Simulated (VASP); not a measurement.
# BP (BP (F-43m)) (F-43m) in VASP: single point with PBE

Aim: the single point of BP (BP (F-43m)) with PBE.

Program: VASP 6.6.1. These are calculated values, not measurements. Logs are shortened: lines on timing, memory, paths and dates and some standing lists are left out, and cuts for length are marked.

## 1. The cell of the first run

The structure is cubic, space group F-43m (No. 216). Conventional cell: a = 4.548 Å, b = 4.548 Å, c = 4.548 Å, α = 90.00°, β = 90.00°, γ = 90.00°. Within 2.6 Å of B (site symmetry -43m) lie 4 P at 1.97 Å. P (site symmetry -43m) has 4 B at 1.97 Å within 2.6 Å.

## 2. Single point, PBE

The input, INCAR:

```
SYSTEM = BP
ALGO = Normal
EDIFF = 1E-6
ENCUT = 500
GGA = PE
GGA_COMPAT = .False.
ISIF = 2
ISMEAR = -1
LASPH = .True.
LCHARG = .False.
LREAL = .False.
LWAVE = .False.
NBANDS = 26
NELM = 120
PREC = Accurate
SIGMA = 0.01
```

The input, KPOINTS:

```
k-points
0
Gamma
  3 3 3
  0 0 0
```

The input, POSCAR:

```
BP
1.0
    4.5480984033      0.0000000000      0.0000000000
    0.0000000000      0.0000000000     -4.5480984033
    0.0000000000      4.5480984033      0.0000000000
B P
4 4
Direct
    0.0000000000      0.0000000000      0.0000000000
    0.0000000000      0.5000000000      0.5000000000
    0.5000000000      0.0000000000      0.5000000000
    0.5000000000      0.5000000000      0.0000000000
    0.2500000000      0.2500000000      0.2500000000
    0.2500000000      0.7500000000      0.7500000000
    0.7500000000      0.2500000000      0.7500000000
    0.7500000000      0.7500000000      0.2500000000
```

Potentials or basis: VASP PAW PBE potentials, release 64 (B, P).

On the command line:

```console
cat potpaw_PBE.64/B/POTCAR potpaw_PBE.64/P/POTCAR > POTCAR
mpirun -np 1 vasp_std > vasp.out
```

OUTCAR:

```text
SYSTEM = BP
   EDIFF = 1E-6
   ENCUT = 500
   GGA = PE
   ISIF = 2
   ISMEAR = -1
   LASPH = .True.
   LREAL = .False.
   NELM = 120
   PREC = Accurate

 ion  position               nearest neighbor table
   1  0.000  0.000  0.000-   5 1.97   6 1.97   7 1.97   8 1.97
   2  0.000  0.500  0.500-   5 1.97   6 1.97   7 1.97   8 1.97
   3  0.500  0.000  0.500-   5 1.97   6 1.97   7 1.97   8 1.97
   4  0.500  0.500  0.000-   5 1.97   6 1.97   7 1.97   8 1.97
   5  0.250  0.250  0.250-   1 1.97   2 1.97   3 1.97   4 1.97
   6  0.250  0.750  0.750-   1 1.97   2 1.97   3 1.97   4 1.97
   7  0.750  0.250  0.750-   1 1.97   2 1.97   3 1.97   4 1.97
   8  0.750  0.750  0.250-   1 1.97   2 1.97   3 1.97   4 1.97

  LATTYP: Found a simple cubic cell.
 ALAT       =     4.5480984033

  Lattice vectors:

 A1 = (   4.5480984033,   0.0000000000,   0.0000000000)
 A2 = (   0.0000000000,   0.0000000000,  -4.5480984033)
 A3 = (   0.0000000000,   4.5480984033,   0.0000000000)

Analysis of symmetry for initial positions (statically):
=====================================================================
 Subroutine PRICEL returns following result:

  LATTYP: Found a face centered cubic cell.
 ALAT       =     4.5480984033

  Lattice vectors:

 A1 = (   2.2740492017,   0.0000000000,   2.2740492017)
 A2 = (   2.2740492017,   2.2740492017,   0.0000000000)
 A3 = (   0.0000000000,   2.2740492017,   2.2740492017)

   4 primitive cells build up your supercell.

 Routine SETGRP: Setting up the symmetry group for a
 simple cubic supercell.

 Subroutine GETGRP returns: Found 24 space group operations
 (whereof 24 operations were pure point group operations)
 out of a pool of 48 trial point group operations.

The static configuration has the point symmetry T_d .

Analysis of symmetry for dynamics (positions and initial velocities):
=====================================================================
 Subroutine PRICEL returns following result:

  LATTYP: Found a face centered cubic cell.
 ALAT       =     4.5480984033

  Lattice vectors:

 A1 = (   2.2740492017,   0.0000000000,   2.2740492017)
 A2 = (   2.2740492017,   2.2740492017,   0.0000000000)
 A3 = (   0.0000000000,   2.2740492017,   2.2740492017)

   4 primitive cells build up your supercell.

 Routine SETGRP: Setting up the symmetry group for a
 simple cubic supercell.

 Subroutine GETGRP returns: Found 24 space group operations
 (whereof 24 operations were pure point group operations)
 out of a pool of 48 trial point group operations.

The dynamic configuration has the point symmetry T_d .

 Subroutine INISYM returns: Found 24 space group operations
 (whereof 24 operations are pure point group operations),
 and found     4 'primitive' translations

----------------------------------------------------------------------------------------

                                     Primitive cell

  volume of cell :      23.5196

  direct lattice vectors                    reciprocal lattice vectors
     2.274049202  0.000000000  2.274049202     0.219872112 -0.219872112  0.219872112
     2.274049202  2.274049202  0.000000000     0.219872112  0.219872112 -0.219872112
     0.000000000  2.274049202  2.274049202    -0.219872112  0.219872112  0.219872112

  length of vectors
     3.215991222  3.215991222  3.215991222     0.380829669  0.380829669  0.380829669

  position of ions in fractional coordinates (direct lattice)
     0.000000000  0.000000000  0.000000000
     0.750000000  0.750000000  0.750000000

  ion indices of the primitive-cell ions
   primitive index   ion index
                 1           1
                 2           5

----------------------------------------------------------------------------------------

 KPOINTS: k-points

Automatic generation of k-mesh.
 Grid dimensions read from file:
 generate k-points for:    3    3    3

 Generating k-lattice:

  Cartesian coordinates                     Fractional coordinates (reciprocal lattice)
     0.073290704  0.000000000  0.000000000     0.333333333  0.000000000  0.000000000
     0.000000000  0.000000000 -0.073290704     0.000000000  0.333333333  0.000000000
     0.000000000  0.073290704  0.000000000     0.000000000  0.000000000  0.333333333

  Length of vectors
     0.073290704  0.073290704  0.073290704

  Shift w.r.t. Gamma in fractional coordinates (k-lattice)
     0.000000000  0.000000000  0.000000000

 Subroutine IBZKPT returns following result:
 ===========================================

 Found      4 irreducible k-points:

 Following reciprocal coordinates:
            Coordinates               Weight
  0.000000  0.000000  0.000000      1.000000
  0.333333  0.000000  0.000000      6.000000
  0.333333  0.333333  0.000000     12.000000
  0.333333  0.333333  0.333333      8.000000
   k-points           NKPTS =      4   k-points in BZ     NKDIM =      4   number of bands    NBANDS=     26
   number of dos      NEDOS =    301   number of ions     NIONS =      8
   total plane-waves  NPLWV =  46656
   dimension x,y,z NGX =    36 NGY =   36 NGZ =   36
   dimension x,y,z NGXF=    72 NGYF=   72 NGZF=   72
   ions per type =               4   4
   NGX,Y,Z   is equivalent  to a cutoff of  13.16, 13.16, 13.16 a.u.
   NGXF,Y,Z  is equivalent  to a cutoff of  26.32, 26.32, 26.32 a.u.
 SYSTEM =  BP
   PREC   = accura    normal or accurate (medium, high low for compatibility)
   ISTART =      0    job   : 0-new  1-cont  2-samecut
   ICHARG =      2    charge: 1-file 2-atom 10-const
   ISPIN  =      1    spin polarized calculation?
   LNONCOLLINEAR =      F non collinear calculations
   LSORBIT =      F    spin-orbit coupling
   LASPH  =      T    aspherical Exc in radial PAW
   ENCUT  =  500.0 eV  36.75 Ry    6.06 a.u.   8.29  8.29  8.29*2*pi/ulx,y,z
   NELM   =    120;   NELMIN=  2; NELMDL= -5     # of ELM steps
   EDIFF  = 0.1E-05   stopping-criterion for ELM
   LREAL  =      F    real-space projection
   EDIFFG = 0.1E-04   stopping-criterion for IOM
   NSW    =      0    number of steps for IOM
   IBRION =     -1    ionic relax: 0-MD 1-quasi-New 2-CG
   NFREE  =      0    steps in history (QN), initial steepest desc. (CG)
   ISIF   =      2    stress and relaxation
   ISYM   =      2    0-nonsym 1-usesym 2-fastsym
   POTIM  = 0.5000    time-step for ionic-motion
   TEBEG  =    0.0;   TEEND  =   0.0 temperature during run
   PSTRESS=    0.0 pullay stress
   NELECT =      32.0000    total number of electrons
   NUPDOWN=      -1.0000    fix difference up-down
   EMIN   =  10.00;   EMAX   =-10.00  energy-range for DOS
   EFERMI =   0.00;   METHOD = LEGACY
   ISMEAR =    -1;   SIGMA  =   0.01  broadening in eV -4-tet -1-fermi 0-gaus
   EFERMI_NEDOS =   21; number of points for ismear=-14 and -15
   IALGO  =     38    algorithm
   IMIX   =      4    mixing-type and parameters
     AMIX     =   0.40;   BMIX     =  1.00
     AMIX_MAG =   1.60;   BMIX_MAG =  1.00
  volume/ion in A,a.u.               =      11.76        79.36
  Fermi-wavevector in a.u.,A,eV,Ry     =   1.142777  2.159536 17.768395  1.305940
  Thomas-Fermi vector in A             =   2.279474
   LORBIT       =      0    0 simple, 1 ext, 2 COOP (PROOUT), +10 PAW based schemes
   GGA     = PE    functional components
   LHFCALC =     F    Hartree Fock is set to
   AEXX    =    0.0000 exact exchange contribution
   IVDW    =     0    specifies the selected vdW correction
   LEPSILON=     F    determine dielectric tensor
   LRPA    =     F    only Hartree local field effects (RPA)
 non-spin polarized calculation
  energy-cutoff  :      500.00
  volume of cell :       94.08
 maximum number of plane-waves:      2390
 NGX is ok and might be reduce to    36
   NGX = 17   NGY = 17   NGZ = 17

 number of electron      31.9999993 magnetization

 Free energy of the ion-electron system (eV)
  ---------------------------------------------------
  ext. energy  EPLUGINS =         0.00000000
  ---------------------------------------------------
  free energy    TOTEN  =       -51.62557218 eV

  energy without entropy =      -51.62557218  energy(sigma->0) =      -51.62557218

 E-fermi :   7.6262     XC(G=0): -10.8748

 val. band max:        7.3626763017   @ k =   0.0000   0.0000   0.0000
 cond. band min:       8.7033711669   @ k =   0.0000   0.0000   0.0000
 fundamental gap:      1.3406948652
 Fermi energy:         7.6262115630

 k-point     1 :       0.0000    0.0000    0.0000
  band No.  band energies     occupation
      1      -8.0413      2.00000
      2      -3.2214      2.00000
      3      -3.2214      2.00000
      4      -3.2214      2.00000
      5      -1.1877      2.00000
      6      -1.1877      2.00000
[... 18 lines left out ...]
     25      10.7500      0.00000
     26      14.6358      0.00000

 k-point     2 :       0.3333    0.0000    0.0000
  band No.  band energies     occupation
      1      -7.3801      2.00000
      2      -5.4661      2.00000
      3      -3.0258      2.00000
      4      -3.0258      2.00000
      5      -0.8323      2.00000
      6      -0.8323      2.00000
[... 18 lines left out ...]
     25      13.1963      0.00000
     26      14.2297      0.00000

 k-point     3 :       0.3333    0.3333    0.0000
  band No.  band energies     occupation
      1      -6.7391      2.00000
      2      -4.9230      2.00000
      3      -4.9230      2.00000
      4      -3.6512      2.00000
      5      -0.4437      2.00000
      6       0.8533      2.00000
[... 18 lines left out ...]
     25      13.7962      0.00000
     26      13.7962      0.00000

 k-point     4 :       0.3333    0.3333    0.3333
  band No.  band energies     occupation
      1      -6.1380      2.00000
      2      -4.5891      2.00000
      3      -4.5891      2.00000
      4      -4.5891      2.00000
      5      -0.9380      2.00000
      6      -0.9380      2.00000
[... 18 lines left out ...]
     25      13.7633      0.00000
     26      13.7959      0.00000

------------------------ aborting loop because EDIFF is reached ----------------------------------------

  FORCE on cell =-STRESS in cart. coord.  units (eV):
  Direction    XX          YY          ZZ          XY          YZ          ZX
  --------------------------------------------------------------------------------------
  -------------------------------------------------------------------------------------
  Total        0.0184902      0.0184902      0.0184902     -0.0000000      0.0000000      0.0000000
  in kB        0.3148936      0.3148936      0.3148936     -0.0000000      0.0000000      0.0000000
  external PRESSURE =       0.3148936 kB  Pullay stress =       0.0000000 kB

 VOLUME and BASIS-vectors are now :
 -----------------------------------------------------------------------------
  energy-cutoff  :      500.00
  volume of cell :       94.08
      direct lattice vectors                 reciprocal lattice vectors
     4.548098403  0.000000000  0.000000000     0.219872112  0.000000000  0.000000000
     0.000000000  0.000000000 -4.548098403     0.000000000  0.000000000 -0.219872112
     0.000000000  4.548098403  0.000000000     0.000000000  0.219872112  0.000000000

 POSITION                                       TOTAL-FORCE (eV/Angst)
 -----------------------------------------------------------------------------------
      0.00000      0.00000      0.00000        -0.000000     -0.000000      0.000000
      0.00000      2.27405     -2.27405        -0.000000     -0.000000     -0.000000
      2.27405      2.27405      0.00000        -0.000000      0.000000      0.000000
      2.27405      0.00000     -2.27405        -0.000000     -0.000000     -0.000000
      1.13702      1.13702     -1.13702         0.000000      0.000000      0.000000
      1.13702      3.41107     -3.41107        -0.000000     -0.000000      0.000000
      3.41107      3.41107     -1.13702        -0.000000      0.000000     -0.000000
      3.41107      1.13702     -3.41107         0.000000      0.000000     -0.000000
 -----------------------------------------------------------------------------------
    total drift:                               -0.000000      0.000000     -0.000000

  FREE ENERGIE OF THE ION-ELECTRON SYSTEM (eV)
  ---------------------------------------------------
  free  energy   TOTEN  =       -51.6255721780 eV

  energy  without entropy=      -51.6255721780  energy(sigma->0) =      -51.62557218
```

Wall time 9.8 s (1 thread of Intel Xeon Platinum 8375C at 2.90GHz (Ice Lake), shared host); peak memory 0.19 GiB.

What came out:

```yaml
Free_energy: -51.6256 eV
Pressure: 0.0 GPa
Band_gap_on_the_k_mesh: 1.34 eV
```

Levels at points of the mesh, in eV from the valence-band top:
```tsv
k point	band 12	band 13	band 14	band 15	band 16	band 17	band 18	band 19	band 20	band 21
(0.00, 0.00, 0.00)	-4.09	-4.09	0.00	0.00	0.00	1.34	1.34	1.34	1.66	1.66
```

Caveat: the k points lie up to 0.46 Å⁻¹ apart. PBE gaps usually lie below the measured ones, often by a third to a half.
